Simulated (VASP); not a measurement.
# CuSi16 (a cell with a defect) in VASP: relaxation of the atoms with PBE

Aim: the relaxation of the atoms of CuSi16 (a cell with a defect) with PBE.

All numbers are computed with VASP 6.6.1; they aren't measurements. Logs are shortened: lines on timing, memory, paths and dates and some standing lists are left out, and cuts for length are marked.

**1. The cell of the first run**

The cell holds a defect, 17 atoms: a = 7.679 Å, b = 7.679 Å, c = 7.679 Å, α = 60.00°, β = 60.00°, γ = 60.00°.

**2. Relaxation of the atoms, PBE**

Contents of INCAR:

```
PREC = Accurate
ENCUT = 520
EDIFF = 1E-6
ISMEAR = -1
SIGMA = 0.02
LREAL = Auto
LASPH = True
NELM = 80
ALGO = Normal
ISIF = 2
LWAVE = False
LCHARG = False
GGA = PE
IBRION = 2
NSW = 45
EDIFFG = -0.08
NELECT = 74.0
```

Contents of KPOINTS:

```
Automatic mesh
0
Gamma
  2 2 2
```

Contents of POSCAR:

```
CuSi16
1.0
    0.0000000000      5.4300000000      5.4300000000
    5.4300000000      0.0000000000      5.4300000000
    5.4300000000      5.4300000000      0.0000000000
Si Cu
16 1
Direct
    0.0000000000      0.0000000000      0.0000000000
    0.1250000000      0.1250000000      0.1250000000
    0.0000000000      0.0000000000      0.5000000000
    0.1250000000      0.1250000000      0.6250000000
    0.0000000000      0.5000000000      0.0000000000
    0.1250000000      0.6250000000      0.1250000000
    0.0000000000      0.5000000000      0.5000000000
    0.1250000000      0.6250000000      0.6250000000
    0.5000000000      0.0000000000      0.0000000000
    0.6250000000      0.1250000000      0.1250000000
    0.5000000000      0.0000000000      0.5000000000
    0.6250000000      0.1250000000      0.6250000000
    0.5000000000      0.5000000000      0.0000000000
    0.6250000000      0.6250000000      0.1250000000
    0.5000000000      0.5000000000      0.5000000000
    0.6250000000      0.6250000000      0.6250000000
    0.7586905000      0.2397381000      0.2486619000
```

Potentials or basis: VASP PAW PBE potentials, release 64 (Si, Cu).

On the command line:

```bash
$ cat potpaw_PBE.64/Si/POTCAR potpaw_PBE.64/Cu/POTCAR > POTCAR
$ mpirun -np 1 vasp_std > vasp.out
```

OUTCAR:

```text
PREC = Accurate
   ENCUT = 520
   EDIFF = 1E-6
   ISMEAR = -1
   LREAL = Auto
   LASPH = True
   NELM = 80
   ISIF = 2
   GGA = PE
   IBRION = 2
   NSW = 45
   EDIFFG = -0.08
   NELECT = 74.0

 ion  position               nearest neighbor table
   1  0.000  0.000  0.000-   2 2.35   4 2.35   6 2.35  10 2.35  17 2.65
   2  0.125  0.125  0.125-  17 2.30   3 2.35   5 2.35   9 2.35   1 2.35
   3  0.000  0.000  0.500-   2 2.35   4 2.35   8 2.35  12 2.35  17 2.68
   4  0.125  0.125  0.625-   1 2.35   3 2.35   7 2.35  11 2.35
   5  0.000  0.500  0.000-   2 2.35   6 2.35   8 2.35  14 2.35  17 2.72
   6  0.125  0.625  0.125-   1 2.35   5 2.35   7 2.35  13 2.35
   7  0.000  0.500  0.500-   4 2.35   6 2.35   8 2.35  16 2.35
   8  0.125  0.625  0.625-   3 2.35   5 2.35   7 2.35  15 2.35
   9  0.500  0.000  0.000-   2 2.35  10 2.35  12 2.35  14 2.35
  10  0.625  0.125  0.125-  17 2.33   9 2.35  11 2.35  13 2.35   1 2.35
  11  0.500  0.000  0.500-   4 2.35  10 2.35  12 2.35  16 2.35  17 2.71
  12  0.625  0.125  0.625-   3 2.35   9 2.35  11 2.35  15 2.35  17 2.36
  13  0.500  0.500  0.000-   6 2.35  10 2.35  14 2.35  16 2.35  17 2.76
  14  0.625  0.625  0.125-   5 2.35   9 2.35  13 2.35  15 2.35  17 2.42
  15  0.500  0.500  0.500-   8 2.35  12 2.35  14 2.35  16 2.35  17 2.78
  16  0.625  0.625  0.625-   7 2.35  11 2.35  13 2.35  15 2.35
  17  0.759  0.240  0.249-   2 2.30  10 2.33  12 2.36  14 2.42   1 2.65   3 2.68  11 2.71   5 2.72
                            13 2.76  15 2.78

  LATTYP: Found a face centered cubic cell.
 ALAT       =    10.8600000000

  Lattice vectors:

 A1 = (   0.0000000000,   5.4300000000,   5.4300000000)
 A2 = (   5.4300000000,   0.0000000000,   5.4300000000)
 A3 = (   5.4300000000,   5.4300000000,   0.0000000000)

Analysis of symmetry for initial positions (statically):
=====================================================================
 Subroutine PRICEL returns:
 Original cell was already a primitive cell.

 Routine SETGRP: Setting up the symmetry group for a
 face centered cubic supercell.

 Subroutine GETGRP returns: Found  1 space group operations
 (whereof  1 operations were pure point group operations)
 out of a pool of 48 trial point group operations.

The static configuration has the point symmetry C_1 .

Analysis of symmetry for dynamics (positions and initial velocities):
=====================================================================
 Subroutine PRICEL returns:
 Original cell was already a primitive cell.

 Routine SETGRP: Setting up the symmetry group for a
 face centered cubic supercell.

 Subroutine GETGRP returns: Found  1 space group operations
 (whereof  1 operations were pure point group operations)
 out of a pool of 48 trial point group operations.

The dynamic configuration has the point symmetry C_1 .

 Subroutine INISYM returns: Found  1 space group operations
 (whereof  1 operations are pure point group operations),
 and found     1 'primitive' translations

----------------------------------------------------------------------------------------

                                     Primitive cell

  volume of cell :     320.2060

  direct lattice vectors                    reciprocal lattice vectors
     0.000000000  5.430000000  5.430000000    -0.092081031  0.092081031  0.092081031
     5.430000000  0.000000000  5.430000000     0.092081031 -0.092081031  0.092081031
     5.430000000  5.430000000  0.000000000     0.092081031  0.092081031 -0.092081031

  length of vectors
     7.679179644  7.679179644  7.679179644     0.159489025  0.159489025  0.159489025

  position of ions in fractional coordinates (direct lattice)
     0.000000000  0.000000000  0.000000000
     0.125000000  0.125000000  0.125000000
     0.000000000  0.000000000  0.500000000
     0.125000000  0.125000000  0.625000000
     0.000000000  0.500000000  0.000000000
     0.125000000  0.625000000  0.125000000
[... 9 lines left out ...]
     0.625000000  0.625000000  0.625000000
     0.758690500  0.239738100  0.248661900

  ion indices of the primitive-cell ions
   primitive index   ion index
                 1           1
                 2           2
                 3           3
                 4           4
                 5           5
                 6           6
[... 9 lines left out ...]
                16          16
                17          17

----------------------------------------------------------------------------------------

 KPOINTS: Automatic mesh

Automatic generation of k-mesh.
 Grid dimensions read from file:
 generate k-points for:    2    2    2

 Generating k-lattice:

  Cartesian coordinates                     Fractional coordinates (reciprocal lattice)
    -0.046040516  0.046040516  0.046040516     0.500000000  0.000000000  0.000000000
     0.046040516 -0.046040516  0.046040516     0.000000000  0.500000000  0.000000000
     0.046040516  0.046040516 -0.046040516     0.000000000  0.000000000  0.500000000

  Length of vectors
     0.079744512  0.079744512  0.079744512

  Shift w.r.t. Gamma in fractional coordinates (k-lattice)
     0.000000000  0.000000000  0.000000000

 Subroutine IBZKPT returns following result:
 ===========================================

 Found      8 irreducible k-points:

 Following reciprocal coordinates:
            Coordinates               Weight
  0.000000  0.000000  0.000000      1.000000
  0.500000  0.000000  0.000000      1.000000
  0.000000  0.500000  0.000000      1.000000
  0.000000  0.000000  0.500000      1.000000
  0.500000  0.500000  0.500000      1.000000
  0.500000  0.500000  0.000000      1.000000
  0.000000  0.500000  0.500000      1.000000
  0.500000  0.000000  0.500000      1.000000
   k-points           NKPTS =      8   k-points in BZ     NKDIM =      8   number of bands    NBANDS=     46
   number of dos      NEDOS =    301   number of ions     NIONS =     17
   total plane-waves  NPLWV = 216000
   dimension x,y,z NGX =    60 NGY =   60 NGZ =   60
   dimension x,y,z NGXF=   120 NGYF=  120 NGZF=  120
   ions per type =              16   1
   NGX,Y,Z   is equivalent  to a cutoff of  12.99, 12.99, 12.99 a.u.
   NGXF,Y,Z  is equivalent  to a cutoff of  25.98, 25.98, 25.98 a.u.
 SYSTEM =  unknown system
   PREC   = accura    normal or accurate (medium, high low for compatibility)
   ISTART =      0    job   : 0-new  1-cont  2-samecut
   ICHARG =      2    charge: 1-file 2-atom 10-const
   ISPIN  =      1    spin polarized calculation?
   LNONCOLLINEAR =      F non collinear calculations
   LSORBIT =      F    spin-orbit coupling
   LASPH  =      T    aspherical Exc in radial PAW
   ENCUT  =  520.0 eV  38.22 Ry    6.18 a.u.  14.28 14.28 14.28*2*pi/ulx,y,z
   NELM   =     80;   NELMIN=  2; NELMDL= -5     # of ELM steps
   EDIFF  = 0.1E-05   stopping-criterion for ELM
   LREAL  =      T    real-space projection
   EDIFFG = -.8E-01   stopping-criterion for IOM
   NSW    =     45    number of steps for IOM
   IBRION =      2    ionic relax: 0-MD 1-quasi-New 2-CG
   NFREE  =      1    steps in history (QN), initial steepest desc. (CG)
   ISIF   =      2    stress and relaxation
   ISYM   =      2    0-nonsym 1-usesym 2-fastsym
   POTIM  = 0.5000    time-step for ionic-motion
   TEBEG  =    0.0;   TEEND  =   0.0 temperature during run
   PSTRESS=    0.0 pullay stress
   NELECT =      74.0000    total number of electrons
   NUPDOWN=      -1.0000    fix difference up-down
   EMIN   =  10.00;   EMAX   =-10.00  energy-range for DOS
   EFERMI =   0.00;   METHOD = LEGACY
   ISMEAR =    -1;   SIGMA  =   0.02  broadening in eV -4-tet -1-fermi 0-gaus
   EFERMI_NEDOS =   21; number of points for ismear=-14 and -15
   IALGO  =     38    algorithm
   IMIX   =      4    mixing-type and parameters
     AMIX     =   0.40;   BMIX     =  1.00
     AMIX_MAG =   1.60;   BMIX_MAG =  1.00
  volume/ion in A,a.u.               =      18.84       127.11
  Fermi-wavevector in a.u.,A,eV,Ry     =   1.004636  1.898488 13.732283  1.009294
  Thomas-Fermi vector in A             =   2.137265
   LORBIT       =      0    0 simple, 1 ext, 2 COOP (PROOUT), +10 PAW based schemes
   GGA     = PE    functional components
   LHFCALC =     F    Hartree Fock is set to
   AEXX    =    0.0000 exact exchange contribution
   IVDW    =     0    specifies the selected vdW correction
   LEPSILON=     F    determine dielectric tensor
   LRPA    =     F    only Hartree local field effects (RPA)
 conjugate gradient relaxation of ions
 non-spin polarized calculation
  energy-cutoff  :      520.00
  volume of cell :      320.21
 maximum number of plane-waves:      8646
 NGX is ok and might be reduce to    60
   NGX = 29   NGY = 29   NGZ = 29

--------------------------------------- Ionic step        1  -------------------------------------------

 number of electron      74.0000004 magnetization

 Free energy of the ion-electron system (eV)
  ---------------------------------------------------
  ext. energy  EPLUGINS =         0.00000000
  ---------------------------------------------------
  free energy    TOTEN  =       -94.07775848 eV

  energy without entropy =      -94.06860787  energy(sigma->0) =      -94.07318317

------------------------ aborting loop because EDIFF is reached ----------------------------------------

  FORCE on cell =-STRESS in cart. coord.  units (eV):
  Direction    XX          YY          ZZ          XY          YZ          ZX
  --------------------------------------------------------------------------------------
  -------------------------------------------------------------------------------------
  Total       -0.5678952     -0.5691022     -0.5689517      0.0242409      0.4695769     -0.2929002
  in kB       -2.8415106     -2.8475499     -2.8467968      0.1212911      2.3495672     -1.4655503
  external PRESSURE =      -2.8452858 kB  Pullay stress =       0.0000000 kB
[... 240 lines left out ...]
  energy  without entropy=      -94.1807415746  energy(sigma->0) =      -94.18454240

--------------------------------------- Ionic step        6  -------------------------------------------

 number of electron      74.0000001 magnetization

 Free energy of the ion-electron system (eV)
  ---------------------------------------------------
  ext. energy  EPLUGINS =         0.00000000
  ---------------------------------------------------
  free energy    TOTEN  =       -94.18948896 eV

  energy without entropy =      -94.18225338  energy(sigma->0) =      -94.18587117

 E-fermi :   6.2972     XC(G=0):  -9.6030

 val. band max:        6.2787916872   @ k =   0.0000   0.0000   0.0000
 cond. band min:       6.3106614137   @ k =   0.0000   0.0000   0.0000
 fundamental gap:      0.0318697265
 Fermi energy:         6.2972499692

 k-point     1 :       0.0000    0.0000    0.0000
  band No.  band energies     occupation
      1      -5.9004      2.00000
      2      -3.5271      2.00000
      3      -3.5096      2.00000
      4      -3.5029      2.00000
      5      -3.4946      2.00000
      6      -2.0591      2.00000
[... 425 lines left out ...]
  FREE ENERGIE OF THE ION-ELECTRON SYSTEM (eV)
  ---------------------------------------------------
  free  energy   TOTEN  =       -94.1894889598 eV

  energy  without entropy=      -94.1822533767  energy(sigma->0) =      -94.18587117

 reached required accuracy - stopping structural energy minimisation
```

It took 25 min on 1 thread of Oxide Virtual Turin-like, shared host; peak memory 0.52 GiB.

Results:

| Item | Value |
| --- | --- |
| Free energy | -94.1895 eV |
| Energy gained by relaxing | 6.6 meV/atom |
| Ionic steps | 6 |
| Largest force after relaxing | 0.040 eV/Å |

Forces on the atoms (eV/Å):
```
Si   0.036  0.003  0.018
Si  -0.026  0.026  0.014
Si  -0.004 -0.028  0.025
Si   0.000  0.006 -0.022
Si  -0.015  0.020 -0.009
Si   0.006 -0.020  0.006
Si   0.005 -0.003  0.007
Si   0.020 -0.005  0.002
Si  -0.032  0.021  0.002
Si  -0.013 -0.010 -0.022
Si   0.006 -0.015  0.024
Si   0.001  0.005 -0.015
Si  -0.005  0.005 -0.011
Si  -0.011  0.010 -0.019
Si   0.002  0.004 -0.005
Si   0.012 -0.008 -0.003
Cu   0.017 -0.011  0.008
```

Step by step:
```csv
step,energy change (eV),largest force (eV/Å),pressure (GPa)
1,0.0000,1.1043,-0.28
2,-0.1066,0.1978,-0.75
3,-0.1067,0.1933,-0.73
4,-0.1101,0.0820,-0.74
5,-0.1106,0.1052,-0.74
6,-0.1117,0.0402,-0.74
```

Final structure:
```
Si Cu
1.0
     0.00000    5.43000    5.43000
     5.43000    0.00000    5.43000
     5.43000    5.43000    0.00000
Si Cu
16 1
Direct
  0.00291 0.99740 0.99749
  0.13277 0.12322 0.12225
  0.00302 0.99743 0.50192
  0.12357 0.12824 0.62422
  0.00315 0.50150 0.99762
  0.12366 0.62464 0.12764
  0.00019 0.49990 0.49991
  0.12368 0.62467 0.62432
  0.50244 0.99736 0.99951
  0.62175 0.12387 0.12292
  0.49784 0.99744 0.50215
  0.62226 0.12432 0.63049
  0.49790 0.50175 0.99762
  0.62327 0.62848 0.12435
  0.49791 0.50190 0.50247
  0.62694 0.62468 0.62432
  0.75543 0.24295 0.24947
```

Caveat: the k points lie up to 0.50 Å⁻¹ apart; the cell carries a net charge on a neutralising background, which shifts energy and pressure; the cell is charged against a uniform background, so pressure and absolute levels hang on convention; the relaxation stopped at a loose force limit of 0.08 eV/Å, so its end isn't a converged minimum.
